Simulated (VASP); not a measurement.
# CuSi16 (a cell with a defect) in VASP: a series of runs, part 2 of 3

VASP 6.6.1.

### 4 Single point, PBE

The input, INCAR:

```
SYSTEM = CuSi16
PREC = Accurate ; ENCUT = 520
EDIFF = 1E-7 ; ISMEAR = 0
SIGMA = 0.02 ; LREAL = Auto
LASPH = .TRUE. ; NELM = 100
ALGO = Normal ; ISIF = 2
LWAVE = .FALSE. ; LCHARG = .FALSE.
GGA = PE ; NBANDS = 52
NELECT = 74.0
```

The input, KPOINTS:

```
Automatic mesh
0
G
  2 2 2
  0 0 0
```

The input, POSCAR:

```
CuSi16
1.0
    0.0000000000      5.4300000000      5.4300000000
    5.4300000000      0.0000000000      5.4300000000
    5.4300000000      5.4300000000      0.0000000000
Si Cu
16 1
Direct
    0.0394256906     -0.0103085635     -0.0146199816
    0.1327481584      0.1290094843      0.1264037753
   -0.0037781768      0.0056389503      0.4989929098
    0.1327890424      0.1289146409      0.6116555249
   -0.0021173112      0.5032539595      0.0015497238
    0.1379752302      0.6124518416      0.1246256906
   -0.0020668508      0.5031640884      0.4970810313
    0.1099149171      0.6316574586      0.6290478821
    0.5066974217      0.0075661142      0.0023337017
    0.6677358195      0.1012199816      0.1153923573
    0.5067499079      0.0074756906      0.4832668508
    0.6236221915      0.1367109576      0.6196748619
    0.5123880295      0.4726046041      0.0074438306
    0.6258531308      0.6175297422      0.1327164825
    0.4810236648      0.5108581031      0.5039713628
    0.6258539595      0.6175046041      0.6236848987
    0.4635605893      0.8392721915      0.8484977901
```

Potentials or basis: VASP PAW PBE potentials, release 64 (Si, Cu).

Started as:

```sh
$ cat potpaw_PBE.64/Si/POTCAR potpaw_PBE.64/Cu/POTCAR > POTCAR
$ mpirun -np 1 vasp_std > vasp.out
```

OUTCAR:

```text
SYSTEM = CuSi16
   PREC = Accurate
   ENCUT = 520
   EDIFF = 1E-7
   ISMEAR = 0
   LREAL = Auto
   LASPH = .TRUE.
   NELM = 100
   ISIF = 2
   GGA = PE
   NELECT = 74.0

 ion  position               nearest neighbor table
   1  0.039  0.990  0.985-  10 2.33   2 2.35   4 2.35   6 2.37  17 2.66
   2  0.133  0.129  0.126-   3 2.34   9 2.34   5 2.35   1 2.35
   3  0.996  0.006  0.499-  12 2.34   4 2.34   2 2.34   8 2.35
   4  0.133  0.129  0.612-   3 2.34  11 2.34   7 2.35   1 2.35
   5  0.998  0.503  0.002-  14 2.33   8 2.34   6 2.34   2 2.35
   6  0.138  0.612  0.125-   5 2.34   7 2.34  13 2.35   1 2.37
   7  0.998  0.503  0.497-  16 2.33   8 2.34   6 2.34   4 2.35
   8  0.110  0.632  0.629-  15 2.33   7 2.34   5 2.34   3 2.35
   9  0.507  0.008  0.002-  10 2.32   2 2.34  17 2.35  12 2.40  14 2.45
  10  0.668  0.101  0.115-   9 2.32  11 2.32   1 2.33  13 2.34
  11  0.507  0.007  0.483-  10 2.32   4 2.34  17 2.35  12 2.40  16 2.45
  12  0.624  0.137  0.620-   3 2.34  15 2.35  11 2.40   9 2.40  17 2.54
  13  0.512  0.473  0.007-  10 2.34   6 2.35  17 2.35  14 2.41  16 2.41
  14  0.626  0.618  0.133-  15 2.33   5 2.33  13 2.41   9 2.45  17 2.47
[... 209 lines left out ...]
  band No.  band energies     occupation
      1      -5.8942      2.00000
      2      -3.5304      2.00000
      3      -3.5144      2.00000
      4      -3.4866      2.00000
      5      -3.4665      2.00000
      6      -2.0090      2.00000
[... 405 lines left out ...]
     48      10.4714      0.00000
     49      10.4882      0.00000
 [bands above 49 left out]

------------------------ aborting loop because EDIFF is reached ----------------------------------------

  FORCE on cell =-STRESS in cart. coord.  units (eV):
  Direction    XX          YY          ZZ          XY          YZ          ZX
  --------------------------------------------------------------------------------------
  -------------------------------------------------------------------------------------
  Total       -1.3562942     -1.3622807     -1.9802298      0.7620745      0.1125506     -0.0791748
  in kB       -6.7863303     -6.8162844     -9.9082442      3.8131029      0.5631563     -0.3961579
  external PRESSURE =      -7.8369529 kB  Pullay stress =       0.0000000 kB

 VOLUME and BASIS-vectors are now :
 -----------------------------------------------------------------------------
  energy-cutoff  :      520.00
  volume of cell :      320.21
      direct lattice vectors                 reciprocal lattice vectors
     0.000000000  5.430000000  5.430000000    -0.092081031  0.092081031  0.092081031
     5.430000000  0.000000000  5.430000000     0.092081031 -0.092081031  0.092081031
     5.430000000  5.430000000  0.000000000     0.092081031  0.092081031 -0.092081031

 POSITION                                       TOTAL-FORCE (eV/Angst)
 -----------------------------------------------------------------------------------
     10.72464      5.56469      5.58811         0.001498     -0.004832     -0.012507
      1.38689      1.40719      1.42134         0.002073      0.003211      0.002088
      2.74015      8.11902      5.44010        -0.000385     -0.004696     -0.001508
      4.02130      4.04233      1.42105         0.001692      0.000940      0.003063
      2.74108      5.42692      8.15117        -0.003731      0.000528     -0.002979
      4.00233      1.42592      4.07482         0.003505      0.003523      0.004688
[... 9 lines left out ...]
      6.73966      6.78500      6.75144         0.001309     -0.000993      0.002442
      9.16459      7.12448      7.07438         0.007610     -0.006504     -0.003018
 -----------------------------------------------------------------------------------
    total drift:                                0.003274     -0.005637     -0.007781

  FREE ENERGIE OF THE ION-ELECTRON SYSTEM (eV)
  ---------------------------------------------------
  free  energy   TOTEN  =       -94.2227216696 eV

  energy  without entropy=      -94.2227216685  energy(sigma->0) =      -94.22272167
```

OSZICAR:

```text
N       E                     dE             d eps       ncg     rms          rms(c)
DAV:   1     0.330782643735E+03    0.33078E+03   -0.27601E+04   832   0.123E+03
DAV:   2    -0.551128251387E+02   -0.38590E+03   -0.36029E+03   864   0.242E+02
DAV:   3    -0.958275980831E+02   -0.40715E+02   -0.38103E+02  1104   0.795E+01
DAV:   4    -0.980059688125E+02   -0.21784E+01   -0.21509E+01  1160   0.192E+01
[... 14 lines left out ...]
DAV:  19    -0.942227217605E+02   -0.21986E-06   -0.16441E-05  1312   0.527E-02    0.244E-03
DAV:  20    -0.942227219392E+02   -0.17877E-06   -0.77352E-07  1192   0.121E-02    0.278E-03
DAV:  21    -0.942227218163E+02    0.12299E-06   -0.17147E-07   736   0.475E-03    0.199E-03
DAV:  22    -0.942227216998E+02    0.11644E-06   -0.27009E-07   744   0.281E-03    0.125E-03
DAV:  23    -0.942227216696E+02    0.30243E-07   -0.10118E-07   608   0.840E-03
   1 F= -.94222722E+02 E0= -.94222722E+02  d E =-.105255E-08
```

stdout:

```text
POSCAR found type information on POSCAR SiCu
 POSCAR found :  2 types and      17 ions
 scaLAPACK will be used
 LDA part: xc-table for (Slater+PW92), standard interpolation
 POSCAR, INCAR and KPOINTS ok, starting setup
 FFT: planning ... GRIDC
 FFT: planning ... GRID_SOFT
 FFT: planning ... GRID
 WAVECAR not read
 entering main loop
 the old and the new charge density differ
 old charge density:    75.00000 new   74.00000
    0.225E+01
```

Wall time 3.9 min (1 thread of Intel Xeon 6975P-C (Granite Rapids), shared host); peak memory 0.48 GiB.

What came out:

```yaml
Free_energy: -94.2227 eV
Largest_force: 0.013 eV/Å
```

Forces in eV/Å, atoms in the order of the input:
```
Si   0.001 -0.005 -0.013
Si   0.002  0.003  0.002
Si   0.000 -0.005 -0.002
Si   0.002  0.001  0.003
Si  -0.004  0.001 -0.003
Si   0.004  0.004  0.005
Si  -0.002 -0.002 -0.004
Si   0.001  0.002  0.004
Si  -0.006  0.005  0.001
Si   0.010 -0.005  0.000
Si  -0.012 -0.003  0.004
Si   0.005  0.000  0.004
Si  -0.011  0.006 -0.003
Si   0.008  0.001  0.001
Si  -0.008  0.005  0.001
Si   0.001 -0.001  0.002
Cu   0.008 -0.007 -0.003
```

Caveat: the k points lie up to 0.50 Å⁻¹ apart; the cell carries a net charge on a neutralising background, which shifts energy and pressure; the cell is charged against a uniform background, so pressure and absolute levels hang on convention.

### 5 Single point, PBE

The input, INCAR:

```
ALGO = Normal
EDIFF = 1E-6
ENCUT = 520
GGA = PE
ISIF = 2
ISMEAR = 0
LASPH = True
LCHARG = True
LELF = True
LREAL = Auto
LVHAR = True
LWAVE = False
NBANDS = 52
NELECT = 74.0
NELM = 100
PREC = Accurate
SIGMA = 0.02
```

The input, KPOINTS:

```
k-points
0
Gamma
  2 2 2
```

The input, POSCAR:

```
CuSi16
1.0
    0.0000000000      5.4300000000      5.4300000000
    5.4300000000      0.0000000000      5.4300000000
    5.4300000000      5.4300000000      0.0000000000
Si Cu
16 1
Direct
    0.0146605893     -0.0072228361      0.0017088398
    0.1267247698      0.1223457643      0.1360892265
    0.0034322284     -0.0078802947      0.5105335175
    0.1404302026      0.1237373849      0.6142996317
    0.0008850829      0.4953189687      0.0097563536
    0.1251381215      0.6176044199      0.1361421731
    0.0024929098      0.4961752302      0.5105866483
    0.1248273481      0.6202052486      0.6362743094
    0.5025190608     -0.0038818600      0.0031895948
    0.6461335175      0.1369349908      0.0868554328
    0.5195827808      0.0126251381      0.4582674954
    0.6313093002      0.1257730203      0.6140608656
    0.5003195212      0.5052906077      0.0023440147
    0.6278851750      0.6200943831      0.1362466851
    0.4967174033      0.4978872007      0.5107024862
    0.6301206262      0.6331068140      0.6143948435
    0.4007348066      0.8899539595      0.8295237569
```

Potentials or basis: VASP PAW PBE potentials, release 64 (Si, Cu).

Started as:

```sh
$ cat potpaw_PBE.64/Si/POTCAR potpaw_PBE.64/Cu/POTCAR > POTCAR
$ mpirun -np 1 vasp_std > vasp.out
```

OUTCAR:

```text
EDIFF = 1E-6
   ENCUT = 520
   GGA = PE
   ISIF = 2
   ISMEAR = 0
   LASPH = True
   LREAL = Auto
   NELECT = 74.0
   NELM = 100
   PREC = Accurate

 ion  position               nearest neighbor table
   1  0.015  0.993  0.002-  10 2.32   6 2.35   2 2.36   4 2.43  17 2.44
   2  0.127  0.122  0.136-   5 2.34   3 2.35   9 2.36   1 2.36  17 2.94
   3  0.003  0.992  0.511-   8 2.33  12 2.34   4 2.34   2 2.35
   4  0.140  0.124  0.614-   3 2.34   7 2.34  11 2.39   1 2.43  17 2.59
   5  0.001  0.495  0.010-   6 2.34   2 2.34  14 2.34   8 2.34
   6  0.125  0.618  0.136-   5 2.34   7 2.35  13 2.35   1 2.35
   7  0.002  0.496  0.511-   8 2.33  16 2.34   4 2.34   6 2.35
   8  0.125  0.620  0.636-  15 2.33   3 2.33   7 2.33   5 2.34
   9  0.503  0.996  0.003-  10 2.32   2 2.36  14 2.36  17 2.41  12 2.44
  10  0.646  0.137  0.087-   9 2.32  13 2.32   1 2.32  11 2.33
  11  0.520  0.013  0.458-  17 2.33  10 2.33   4 2.39  16 2.39  12 2.39
  12  0.631  0.126  0.614-   3 2.34  15 2.34  11 2.39   9 2.44  17 2.54
  13  0.500  0.505  0.002-  10 2.32   6 2.35  14 2.36  17 2.43  16 2.43
  14  0.628  0.620  0.136-   5 2.34  15 2.35   9 2.36  13 2.36  17 2.92
  15  0.497  0.498  0.511-   8 2.33  12 2.34  16 2.34  14 2.35
[... 211 lines left out ...]
      2      -3.5490      2.00000
      3      -3.5043      2.00000
      4      -3.4725      2.00000
      5      -3.4696      2.00000
      6      -2.0436      2.00000
[... 405 lines left out ...]
     48      10.4966      0.00000
     49      10.5124      0.00000
 [bands above 49 left out]

------------------------ aborting loop because EDIFF is reached ----------------------------------------

  FORCE on cell =-STRESS in cart. coord.  units (eV):
  Direction    XX          YY          ZZ          XY          YZ          ZX
  --------------------------------------------------------------------------------------
  -------------------------------------------------------------------------------------
  Total       -1.8388331     -1.9005768     -1.6964905      0.2699386     -0.2023708     -0.1424577
  in kB       -9.2007537     -9.5096936     -8.4885308      1.3506604     -1.0125789     -0.7127990
  external PRESSURE =      -9.0663260 kB  Pullay stress =       0.0000000 kB

 VOLUME and BASIS-vectors are now :
 -----------------------------------------------------------------------------
  energy-cutoff  :      520.00
  volume of cell :      320.21
      direct lattice vectors                 reciprocal lattice vectors
     0.000000000  5.430000000  5.430000000    -0.092081031  0.092081031  0.092081031
     5.430000000  0.000000000  5.430000000     0.092081031 -0.092081031  0.092081031
     5.430000000  5.430000000  0.000000000     0.092081031  0.092081031 -0.092081031

 POSITION                                       TOTAL-FORCE (eV/Angst)
 -----------------------------------------------------------------------------------
      5.40006      0.08889      5.47039         0.016068     -0.011692      0.004977
      1.40330      1.42708      1.35245        -0.002271     -0.007162     -0.001444
      8.15941      2.79083      5.40585        -0.005470      0.004334      0.002047
      4.00754      4.09818      1.43443         0.003297     -0.002042     -0.003529
      2.74256      0.05778      2.69439        -0.001539      0.001204      0.002348
      4.09284      1.41875      4.03309        -0.000079     -0.003542     -0.008178
[... 9 lines left out ...]
      6.77393      6.75772      6.85933        -0.008325      0.004961     -0.004717
      9.33676      6.68030      7.00844        -0.000929      0.001759     -0.022099
 -----------------------------------------------------------------------------------
    total drift:                                0.008171     -0.007540     -0.006719

  FREE ENERGIE OF THE ION-ELECTRON SYSTEM (eV)
  ---------------------------------------------------
  free  energy   TOTEN  =       -94.2200224983 eV

  energy  without entropy=      -94.2200224983  energy(sigma->0) =      -94.22002250
```

stdout:

```text
POSCAR found type information on POSCAR SiCu
 POSCAR found :  2 types and      17 ions
 scaLAPACK will be used
 LDA part: xc-table for (Slater+PW92), standard interpolation
 POSCAR, INCAR and KPOINTS ok, starting setup
 FFT: planning ... GRIDC
 FFT: planning ... GRID_SOFT
 FFT: planning ... GRID
 WAVECAR not read
 entering main loop
 the old and the new charge density differ
 old charge density:    75.00000 new   74.00000
    0.228E+01
```

Wall time 4.3 min (1 thread of Intel Xeon 6975P-C (Granite Rapids), shared host); peak memory 0.48 GiB.

Results:

```
Free energy   : -94.2200 eV
Largest force : 0.022 eV/Å
```

Forces on the atoms (eV/Å):
```
Si   0.016 -0.012  0.005
Si  -0.002 -0.007 -0.001
Si  -0.005  0.004  0.002
Si   0.003 -0.002 -0.004
Si  -0.002  0.001  0.002
Si   0.000 -0.004 -0.008
Si   0.001  0.004  0.006
Si  -0.002  0.001 -0.003
Si   0.001 -0.007  0.012
Si   0.004  0.001 -0.006
Si   0.008  0.000  0.011
Si   0.003  0.003  0.000
Si  -0.008  0.009  0.009
Si  -0.007  0.001 -0.001
Si   0.000  0.000  0.002
Si  -0.008  0.005 -0.005
Cu  -0.001  0.002 -0.022
```

Caveat: the k points lie up to 0.50 Å⁻¹ apart; the cell carries a net charge on a neutralising background, which shifts energy and pressure; the cell is charged against a uniform background, so pressure and absolute levels hang on convention.

### 6 Single point, PBE

The input, INCAR:

```
PREC = Accurate ; ENCUT = 520
EDIFF = 1E-7 ; ISMEAR = 0
SIGMA = 0.02 ; LREAL = Auto
LASPH = True ; NELM = 80
ALGO = Normal ; ISIF = 2
LWAVE = False ; LCHARG = False
GGA = PE ; NELECT = 74.0
NBANDS = 52
```

The input, KPOINTS:

```
Automatic mesh
0
Gamma
  2 2 2
```

The input, POSCAR:

```
CuSi16
1.0
    0.0000000000      5.4300000000      5.4300000000
    5.4300000000      0.0000000000      5.4300000000
    5.4300000000      5.4300000000      0.0000000000
Si Cu
16 1
Direct
   -0.0090283610     -0.0001657459      0.0020272560
    0.1307455801      0.1194803867      0.1322161142
    0.0099227440     -0.0238361878      0.5036908840
    0.1270174954      0.1171871087      0.6198370166
    0.0037510129      0.4916836096      0.0009012891
    0.1186788214      0.6257662983      0.1261852670
    0.0058939227      0.4897837937      0.4988184162
    0.1350406077      0.6050210866      0.6283374770
    0.5140629834      0.0059331492      0.0071642726
    0.6231766114      0.1598580110      0.1154290976
    0.5091818600     -0.0002181400      0.4832474217
    0.6385388582      0.1196441989      0.6237340700
    0.4926235727      0.5313554328     -0.0146038674
    0.6312325967      0.6314134438      0.1243747698
    0.5074820442      0.4917113260      0.4969118785
    0.6333372007      0.6256852670      0.6113316759
    0.3577949355      0.9513089319      0.8506299263
```

Potentials or basis: VASP PAW PBE potentials, release 64 (Si, Cu).

Started as:

```sh
$ cat potpaw_PBE.64/Si/POTCAR potpaw_PBE.64/Cu/POTCAR > POTCAR
$ mpirun -np 1 vasp_std > vasp.out
```

OUTCAR:

```text
PREC = Accurate
   ENCUT = 520
   EDIFF = 1E-7
   ISMEAR = 0
   LREAL = Auto
   LASPH = True
   NELM = 80
   ISIF = 2
   GGA = PE
   NELECT = 74.0

 ion  position               nearest neighbor table
   1  0.991  1.000  0.002-  10 2.32   6 2.35  17 2.35   4 2.40   2 2.44
   2  0.131  0.119  0.132-   3 2.33   5 2.33   9 2.41   1 2.44  17 2.48
   3  0.010  0.976  0.504-   8 2.33  12 2.33   2 2.33   4 2.35
   4  0.127  0.117  0.620-   7 2.34   3 2.35  11 2.40   1 2.40  17 2.56
   5  0.004  0.492  0.001-   2 2.33   8 2.34  14 2.34   6 2.35
   6  0.119  0.626  0.126-   7 2.34   1 2.35   5 2.35  13 2.35
   7  0.006  0.490  0.499-   4 2.34  16 2.34   6 2.34   8 2.35
[... 639 lines left out ...]
  in kB       -7.0404748     -9.9304454     -6.7808728     -0.4474383     -0.1965379     -3.6403897
  external PRESSURE =      -7.9172643 kB  Pullay stress =       0.0000000 kB

 VOLUME and BASIS-vectors are now :
 -----------------------------------------------------------------------------
  energy-cutoff  :      520.00
  volume of cell :      320.21
      direct lattice vectors                 reciprocal lattice vectors
     0.000000000  5.430000000  5.430000000    -0.092081031  0.092081031  0.092081031
     5.430000000  0.000000000  5.430000000     0.092081031 -0.092081031  0.092081031
     5.430000000  5.430000000  0.000000000     0.092081031  0.092081031 -0.092081031

 POSITION                                       TOTAL-FORCE (eV/Angst)
 -----------------------------------------------------------------------------------
      5.44011      5.39198     10.81008         0.011254     -0.002826     -0.000066
      1.36671      1.42788      1.35873         0.002167     -0.004088     -0.000920
      8.03561      2.78892      5.35445        -0.004376     -0.005074      0.005005
      4.00204      4.05542      1.32603        -0.008194     -0.002502     -0.002962
      2.67474      0.02526      2.69021        -0.004848      0.001405     -0.003150
      4.08310      1.32961      4.04234        -0.000209     -0.000288     -0.001091
[... 9 lines left out ...]
      6.71700      6.75855      6.83649         0.007212      0.000394     -0.001563
      9.78453      6.56175      7.10843        -0.012306     -0.017099     -0.000736
 -----------------------------------------------------------------------------------
    total drift:                               -0.000671     -0.000322     -0.002357

  FREE ENERGIE OF THE ION-ELECTRON SYSTEM (eV)
  ---------------------------------------------------
  free  energy   TOTEN  =       -94.2228450295 eV

  energy  without entropy=      -94.2228450285  energy(sigma->0) =      -94.22284503
```

OSZICAR:

```text
N       E                     dE             d eps       ncg     rms          rms(c)
DAV:   1     0.331965197491E+03    0.33197E+03   -0.27559E+04   832   0.124E+03
DAV:   2    -0.547864268596E+02   -0.38675E+03   -0.36212E+03   844   0.243E+02
DAV:   3    -0.959137808132E+02   -0.41127E+02   -0.38655E+02  1112   0.803E+01
DAV:   4    -0.980057984422E+02   -0.20920E+01   -0.20531E+01  1168   0.179E+01
[... 14 lines left out ...]
DAV:  19    -0.942228451841E+02   -0.17235E-06   -0.16429E-05  1312   0.530E-02    0.242E-03
DAV:  20    -0.942228453828E+02   -0.19869E-06   -0.92965E-07  1200   0.140E-02    0.330E-03
DAV:  21    -0.942228452149E+02    0.16793E-06   -0.16743E-07   728   0.699E-03    0.228E-03
DAV:  22    -0.942228450377E+02    0.17716E-06   -0.29507E-07   824   0.256E-03    0.916E-04
DAV:  23    -0.942228450295E+02    0.82127E-08   -0.43463E-08   528   0.415E-03
   1 F= -.94222845E+02 E0= -.94222845E+02  d E =-.103058E-08
```

stdout:

```text
POSCAR found type information on POSCAR SiCu
 POSCAR found :  2 types and      17 ions
 scaLAPACK will be used
 LDA part: xc-table for (Slater+PW92), standard interpolation
 POSCAR, INCAR and KPOINTS ok, starting setup
 FFT: planning ... GRIDC
 FFT: planning ... GRID_SOFT
 FFT: planning ... GRID
 WAVECAR not read
 entering main loop
 the old and the new charge density differ
 old charge density:    75.00000 new   74.00000
    0.225E+01
```

It took 4.5 min on 1 thread of Intel Xeon 6975P-C (Granite Rapids), shared host; peak memory 0.49 GiB.

Results:

```
Free energy   : -94.2228 eV
Largest force : 0.022 eV/Å
```

Forces on the atoms (eV/Å):
```
Si   0.011 -0.003  0.000
Si   0.002 -0.004 -0.001
Si  -0.004 -0.005  0.005
Si  -0.008 -0.003 -0.003
Si  -0.005  0.001 -0.003
Si   0.000  0.000 -0.001
Si  -0.001 -0.003  0.000
Si   0.005  0.007  0.000
Si   0.017  0.010  0.010
Si  -0.005  0.006 -0.007
Si   0.017  0.006 -0.002
Si  -0.011 -0.003  0.006
Si  -0.008  0.001 -0.004
Si  -0.002  0.010 -0.001
Si  -0.001 -0.002  0.003
Si   0.007  0.000 -0.002
Cu  -0.012 -0.017 -0.001
```

Caveat: the k points lie up to 0.50 Å⁻¹ apart; the cell carries a net charge on a neutralising background, which shifts energy and pressure; the cell is charged against a uniform background, so pressure and absolute levels hang on convention.

[end of part 2 of 3]
